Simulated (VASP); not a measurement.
# SrTiO3 (Pm-3m) in VASP: single point with HF

Aim: the single point of SrTiO3 with HF.

Program: VASP 6.6.1. These are calculated values, not measurements. Logs are shortened: lines on timing, memory, paths and dates and some standing lists are left out, and cuts for length are marked.

### Step 1. The cell of the first run

Symmetry: Pm-3m, No. 221, cubic system. Conventional cell: a = 3.907 Å, b = 3.907 Å, c = 3.907 Å, α = 90.00°, β = 90.00°, γ = 90.00°. Sr (site symmetry m-3m) has 12 O at 2.76 Å and 8 Ti at 3.38 Å within 3.6 Å. Ti (site symmetry m-3m) has 6 O at 1.95 Å within 2.6 Å. O (site symmetry 4/mmm) has 2 Ti at 1.95 Å within 2.6 Å.

### Step 2. Single point, HF

Input file POSCAR:

```
SrTiO3
1.0
    3.9068514982      0.0000000000      0.0000000000
    0.0000000000      3.9068514982      0.0000000000
    0.0000000000      0.0000000000      3.9068514982
Sr Ti O
1 1 3
Direct
    0.5000000000      0.5000000000      0.5000000000
    0.0000000000      0.0000000000      0.0000000000
    0.5000000000      0.0000000000      0.0000000000
    0.0000000000      0.5000000000      0.0000000000
    0.0000000000      0.0000000000      0.5000000000
```

Input file INCAR.step1:

```
SYSTEM = SrTiO3
PREC = Accurate ; ENCUT = 520
EDIFF = 1E-5 ; ISMEAR = 0
SIGMA = 0.01 ; LREAL = .FALSE.
LASPH = .TRUE. ; NELM = 60
ALGO = Normal ; ISIF = 2
LWAVE = .TRUE. ; LCHARG = .FALSE.
GGA = PE ; NBANDS = 28
```

Input file INCAR.step2:

```
SYSTEM = SrTiO3
PREC = Accurate ; ENCUT = 520
EDIFF = 1E-6 ; ISMEAR = 0
SIGMA = 0.01 ; LREAL = .FALSE.
LASPH = .TRUE. ; NELM = 60
ALGO = Normal ; ISIF = 2
LWAVE = .FALSE. ; LCHARG = .FALSE.
GGA = PE ; LHFCALC = .TRUE.
AEXX = 1.0 ; ALDAC = 0.0
AGGAC = 0.0 ; PRECFOCK = Fast
ISTART = 1 ; NBANDS = 28
```

Input file KPOINTS:

```
regular mesh
0
G
  4 4 4
  0 0 0
```

Potentials or basis: VASP PAW PBE potentials, release 64 (Sr_sv, Ti_sv, O).

On the command line:

```sh
cat potpaw_PBE.64/Sr_sv/POTCAR potpaw_PBE.64/Ti_sv/POTCAR potpaw_PBE.64/O/POTCAR > POTCAR
cp INCAR.step1 INCAR
mpirun -np 1 vasp_std > vasp.out
cp INCAR.step2 INCAR
mpirun -np 1 vasp_std > vasp.out
```

OUTCAR:

```text
SYSTEM = SrTiO3
   PREC = Accurate
   ENCUT = 520
   EDIFF = 1E-6
   ISMEAR = 0
   LREAL = .FALSE.
   LASPH = .TRUE.
   NELM = 60
   ISIF = 2
   GGA = PE
   LHFCALC = .TRUE.
   AEXX = 1.0
   PRECFOCK = Fast
   ISTART = 1

 ion  position               nearest neighbor table
   1  0.500  0.500  0.500-   3 2.76   4 2.76   5 2.76   3 2.76   4 2.76   3 2.76   5 2.76   3 2.76
                             4 2.76   5 2.76   4 2.76   5 2.76   2 3.38   2 3.38   2 3.38   2 3.38
   2  0.000  0.000  0.000-   3 1.95   4 1.95   5 1.95   5 1.95   4 1.95   3 1.95   1 3.38   1 3.38
                             1 3.38   1 3.38   1 3.38   1 3.38   1 3.38   1 3.38
   3  0.500  0.000  0.000-   2 1.95   2 1.95   1 2.76   1 2.76   1 2.76   1 2.76
   4  0.000  0.500  0.000-   2 1.95   2 1.95   1 2.76   1 2.76   1 2.76   1 2.76
   5  0.000  0.000  0.500-   2 1.95   2 1.95   1 2.76   1 2.76   1 2.76   1 2.76

  LATTYP: Found a simple cubic cell.
 ALAT       =     3.9068514982

  Lattice vectors:

 A1 = (   3.9068514982,   0.0000000000,   0.0000000000)
 A2 = (   0.0000000000,   3.9068514982,   0.0000000000)
 A3 = (   0.0000000000,   0.0000000000,   3.9068514982)

Analysis of symmetry for initial positions (statically):
=====================================================================
 Subroutine PRICEL returns:
 Original cell was already a primitive cell.

 Routine SETGRP: Setting up the symmetry group for a
 simple cubic supercell.

 Subroutine GETGRP returns: Found 48 space group operations
 (whereof 48 operations were pure point group operations)
 out of a pool of 48 trial point group operations.

The static configuration has the point symmetry O_h .

Analysis of symmetry for dynamics (positions and initial velocities):
=====================================================================
 Subroutine PRICEL returns:
 Original cell was already a primitive cell.

 Routine SETGRP: Setting up the symmetry group for a
 simple cubic supercell.

 Subroutine GETGRP returns: Found 48 space group operations
 (whereof 48 operations were pure point group operations)
 out of a pool of 48 trial point group operations.

The dynamic configuration has the point symmetry O_h .

 Subroutine INISYM returns: Found 48 space group operations
 (whereof 48 operations are pure point group operations),
 and found     1 'primitive' translations

[... 92 lines left out ...]
   ISYM   =      3    0-nonsym 1-usesym 2-fastsym
   POTIM  = 0.5000    time-step for ionic-motion
   TEBEG  =    0.0;   TEEND  =   0.0 temperature during run
   PSTRESS=    0.0 pullay stress
   NELECT =      40.0000    total number of electrons
   NUPDOWN=      -1.0000    fix difference up-down
   EMIN   =  10.00;   EMAX   =-10.00  energy-range for DOS
   EFERMI =   0.00;   METHOD = LEGACY
   ISMEAR =     0;   SIGMA  =   0.01  broadening in eV -4-tet -1-fermi 0-gaus
   EFERMI_NEDOS =   21; number of points for ismear=-14 and -15
   IALGO  =     38    algorithm
   IMIX   =      1    mixing-type and parameters
     AMIX     =   0.40;   BMIX     =  1.00
     AMIX_MAG =   1.60;   BMIX_MAG =  1.00
  volume/ion in A,a.u.               =      11.93        80.48
  Fermi-wavevector in a.u.,A,eV,Ry     =   1.433072  2.708113 27.942211  2.053695
  Thomas-Fermi vector in A             =   2.552630
   LORBIT       =      0    0 simple, 1 ext, 2 COOP (PROOUT), +10 PAW based schemes
   GGA     = PE    functional components
   LHFCALC =     T    Hartree Fock is set to
   PRECFOCK=fast      Normal, Fast or Accurate (Low or Medium for compatibility)
   ENCUT4O =  -1.0   cutoff for four orbital integrals eV
   NKREDX  =     1    reduce k-point grid by
   NKREDY  =     1    reduce k-point grid by
   NKREDZ  =     1    reduce k-point grid by
   AEXX    =    1.0000 exact exchange contribution
   HFSCREEN=    0.0000 screening length (either q_TF or 0.3 A-1)
   HFSCREENC=   0.0000 screening length for correlation (either q_TF or 0.3 A-1)
   ENCUTFOCK=  -1.0 apply spherical cutoff to Coloumb kernel
   IVDW    =     0    specifies the selected vdW correction
   LEPSILON=     F    determine dielectric tensor
   LRPA    =     F    only Hartree local field effects (RPA)
 non-spin polarized calculation
 Gauss-broadening in eV      SIGMA  =   0.01
  energy-cutoff  :      520.00
  volume of cell :       59.63
 maximum number of plane-waves:      1640
 NGX is ok and might be reduce to    30
  NGX = 16; NGY = 16; NGZ = 16

 number of electron      40.0000004 magnetization

 Free energy of the ion-electron system (eV)
  ---------------------------------------------------
  ext. energy  EPLUGINS =         0.00000000
  ---------------------------------------------------
  free energy    TOTEN  =       -82.00648668 eV

  energy without entropy =      -82.00648668  energy(sigma->0) =      -82.00648668

 E-fermi :  -0.4807     XC(G=0):   0.0000

 val. band max:       -0.5855121731   @ k =   0.5000   0.5000   0.5000
 cond. band min:      11.6779083986   @ k =   0.0000   0.0000   0.0000
 fundamental gap:     12.2634205717
 Fermi energy:        -0.4807118430

 k-point     1 :       0.0000    0.0000    0.0000
  band No.  band energies     occupation
      1     -73.5258      2.00000
      2     -43.0223      2.00000
      3     -43.0223      2.00000
      4     -43.0223      2.00000
      5     -40.4452      2.00000
      6     -24.4034      2.00000
[... 299 lines left out ...]
     27      19.6789      0.00000
     28      19.6789      0.00000

------------------------ aborting loop because EDIFF is reached ----------------------------------------

  FORCE on cell =-STRESS in cart. coord.  units (eV):
  Direction    XX          YY          ZZ          XY          YZ          ZX
  --------------------------------------------------------------------------------------
  -------------------------------------------------------------------------------------
  Total        0.2743882      0.2743882      0.2743882      0.0000000     -0.0000000      0.0000000
  in kB        7.3721701      7.3721701      7.3721701      0.0000000     -0.0000000      0.0000000
  external PRESSURE =       7.3721701 kB  Pullay stress =       0.0000000 kB

 VOLUME and BASIS-vectors are now :
 -----------------------------------------------------------------------------
  energy-cutoff  :      520.00
  volume of cell :       59.63
      direct lattice vectors                 reciprocal lattice vectors
     3.906851498  0.000000000  0.000000000     0.255960586  0.000000000  0.000000000
     0.000000000  3.906851498  0.000000000     0.000000000  0.255960586  0.000000000
     0.000000000  0.000000000  3.906851498     0.000000000  0.000000000  0.255960586

 POSITION                                       TOTAL-FORCE (eV/Angst)
 -----------------------------------------------------------------------------------
      1.95343      1.95343      1.95343         0.000000      0.000000      0.000000
      0.00000      0.00000      0.00000         0.000000      0.000000      0.000000
      1.95343      0.00000      0.00000         0.000000      0.000000      0.000000
      0.00000      1.95343      0.00000         0.000000      0.000000      0.000000
      0.00000      0.00000      1.95343         0.000000      0.000000      0.000000
 -----------------------------------------------------------------------------------
    total drift:                                0.000003      0.000005     -0.000003

  FREE ENERGIE OF THE ION-ELECTRON SYSTEM (eV)
  ---------------------------------------------------
  free  energy   TOTEN  =       -82.0064866803 eV

  energy  without entropy=      -82.0064866803  energy(sigma->0) =      -82.00648668
```

OSZICAR.step1:

```text
N       E                     dE             d eps       ncg     rms          rms(c)
DAV:   1     0.425546009473E+03    0.42555E+03   -0.20904E+04   560   0.154E+03
DAV:   2    -0.872791593429E+01   -0.43427E+03   -0.41671E+03   636   0.430E+02
DAV:   3    -0.478767715479E+02   -0.39149E+02   -0.38826E+02   656   0.132E+02
DAV:   4    -0.503368646838E+02   -0.24601E+01   -0.24557E+01   948   0.275E+01
DAV:   5    -0.503705231063E+02   -0.33658E-01   -0.33652E-01   732   0.309E+00    0.266E+01
DAV:   6    -0.400897306690E+02    0.10281E+02   -0.53187E+01   732   0.641E+01    0.148E+01
DAV:   7    -0.401288655448E+02   -0.39135E-01   -0.75656E+00   696   0.206E+01    0.108E+01
DAV:   8    -0.401482472771E+02   -0.19382E-01   -0.14102E+00   672   0.129E+01    0.296E+00
DAV:   9    -0.400714863614E+02    0.76761E-01   -0.32776E-01   684   0.563E+00    0.117E+00
DAV:  10    -0.400652790169E+02    0.62073E-02   -0.81396E-02   744   0.212E+00    0.614E-01
DAV:  11    -0.400609785828E+02    0.43004E-02   -0.18257E-02   868   0.128E+00    0.124E-01
DAV:  12    -0.400609311677E+02    0.47415E-04   -0.14729E-03   668   0.395E-01    0.807E-02
DAV:  13    -0.400609844806E+02   -0.53313E-04   -0.30814E-04   804   0.128E-01    0.635E-02
DAV:  14    -0.400609720432E+02    0.12437E-04   -0.46247E-05   612   0.570E-02    0.244E-02
DAV:  15    -0.400609660111E+02    0.60321E-05   -0.16930E-05   504   0.442E-02
   1 F= -.40060966E+02 E0= -.40060966E+02  d E =-.195670E-76
```

It took 36 min on 1 thread of Intel Xeon 8259CL, shared host; peak memory 0.19 GiB.

Results:

```
Free energy            : -82.0065 eV
Pressure               : 0.7 GPa
Band gap on the k mesh : 12.26 eV (least direct gap 12.68 eV)
```

Levels at points of the mesh, in eV from the valence-band top:
| k point | band 18 | band 19 | band 20 | band 21 | band 22 | band 23 |
| --- | --- | --- | --- | --- | --- | --- |
| (0.00, 0.00, 0.00) | -0.41 | -0.41 | -0.41 | 12.26 | 12.26 | 12.26 |
| (0.50, 0.00, 0.00) | -2.33 | -0.94 | -0.94 | 12.55 | 14.72 | 14.81 |
| (0.50, 0.50, 0.00) | -2.02 | -2.02 | -0.09 | 14.85 | 14.85 | 15.70 |
| (0.50, 0.50, 0.50) | 0.00 | 0.00 | 0.00 | 16.00 | 16.00 | 16.00 |

Caveat: the PAW data sets were made with another functional, which shifts forces and pressure a little.
